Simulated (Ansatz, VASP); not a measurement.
## One calculation of TlNiF4, two programs

INCAR

```
SYSTEM = TlNiF4
PREC     = Accurate       ! precision mode
ENCUT    = 700            ! plane-wave cutoff, eV
EDIFF    = 1E-6           ! SCF threshold, eV
ISMEAR   = -1             ! smearing method
SIGMA    = 0.1            ! smearing width, eV
LREAL    = .False.        ! projectors in reciprocal space
LASPH    = .True.         ! aspherical terms in the spheres
NELM     = 120            ! most SCF steps
ALGO     = Normal         ! electronic algorithm
ISIF     = 2              ! what is computed and relaxed
LWAVE    = .False.        ! write WAVECAR
LCHARG   = .True.         ! write CHGCAR
GGA      = PE             ! functional
LELF     = .True.         ! ELF
LVHAR    = .True.       
NBANDS   = 38             ! bands
GGA_COMPAT= .False.
```

KPOINTS

```
regular mesh
0
Gamma
  5 5 3
  0 0 0
```

File POSCAR:

```
TlNiF4
1.0
    3.5903086600      0.0000000000      0.0000000000
    0.0000000000      3.5903086600      0.0000000000
    0.0000000000      0.0000000000      6.3101947800
Tl Ni F
1 1 4
Direct
    0.5000000000      0.5000000000      0.5000000000
    0.0000000000      0.0000000000      0.0000000000
    0.5000000000      0.0000000000      0.0000000000
    0.0000000000      0.5000000000      0.0000000000
    0.0000000000      0.0000000000      0.2737000000
    0.0000000000      0.0000000000      0.7263000000
```

Input for Ansatz:

```yaml
crystal:
  lattice:
    - [3.59030866, 0.0, 0.0]
    - [0.0, 3.59030866, 0.0]
    - [0.0, 0.0, 6.31019478]
  atoms:
    - { symbol: Tl, position: [0.5, 0.5, 0.5] }
    - { symbol: Ni, position: [0.0, 0.0, 0.0] }
    - { symbol: F, position: [0.5, 0.0, 0.0] }
    - { symbol: F, position: [0.0, 0.5, 0.0] }
    - { symbol: F, position: [0.0, 0.0, 0.2737] }
    - { symbol: F, position: [0.0, 0.0, 0.7263] }
  symmetry: { tolerance: 0.0003 }
kpoints:
  mp_grid: { grid: [5, 5, 3], shift: [0, 0, 0] }
magnetization:
  spin_polarized: false
scf:
  occupations: { method: fermi_dirac }
hamiltonian:
  pseudopotentials: { kind: paw }
  xc: pbe
basis:
  ecutwfc: 420
output:
  forces: true
  stress: true
  eigenvalues: true
  write_density: true
  write_potential: true
  elf: true
  volumetric_format: npy
```

Alike in both runs: task single point; functional PBE; k mesh 5 × 5 × 3; no spin polarisation.

|  | VASP | Ansatz |
| --- | --- | --- |
| version | VASP 6.6.1 | Ansatz 0.2.0 |
| potentials or method | VASP PAW PBE potentials, release 64 (Tl_d, Ni_sv_GW, F), cutoff 700 eV | PAW plane waves |
| occupations | fermi-dirac, width 0.1 eV | fermi-dirac |
| valence electrons in the cell | 59 | 59 |

Ansatz gave:

| Item | Value |
| --- | --- |
| gap on the k mesh at the Fermi level (eV) | none |
| pressure (GPa) | 16.6 |
| traceless stress, the component that is largest in VASP (GPa) | 0.19 |
| rms of the force components (eV/Å) | 0.799 |

Which values does VASP return?

gap on the k mesh at the Fermi level (eV): none; pressure (GPa): 16.5; traceless stress, the component that is largest in VASP (GPa): 0.49; rms of the force components (eV/Å): 0.837.

Atom by atom the forces differ by 0.037 eV/Å (rms over components). A gap of «none» marks a metal or a gap that the smearing closes.

Spin-orbit coupling is off throughout.
